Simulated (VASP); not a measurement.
A run of VASP 6.6.1 is set up as follows.

The input INCAR:

```
SYSTEM = Ga
ALGO = Normal ; EDIFF = 1E-6
ENCUT = 520 ; ISIF = 2
ISMEAR = -1 ; LASPH = .TRUE.
LCHARG = .FALSE. ; LREAL = .FALSE.
LWAVE = .FALSE. ; NBANDS = 20
NELM = 80 ; PREC = Accurate
SIGMA = 0.05
```

KPOINTS

```
k-points
0
G
  10 10 8
  0 0 0
```

POSCAR

```
Ga
1.0
    1.4402681631     -4.0377172988      0.0000000000
    1.4402681631      4.0377172988      0.0000000000
    0.0000000000      0.0000000000      3.1487241912
Ga
2
Direct
    0.1330000000      0.8670000000      0.7500000000
    0.8670000000      0.1330000000      0.2500000000
```

Potentials or basis: VASP PAW LDA potentials, release 64 (Ga_d).

Launch:

```sh
$ cat potpaw_LDA.64/Ga_d/POTCAR > POTCAR
$ mpirun -np 1 vasp_std > vasp.out
```

Predict the band gap on the k mesh.

zero (band 13 reaches 10.74 eV, above the bottom of band 14 at 1.28 eV).

Predict the pressure.

-3.1 GPa.

Forces in eV/Å, atoms in the order of the input:
```
Ga   0.000 -0.209  0.000
Ga   0.000  0.209  0.000
```
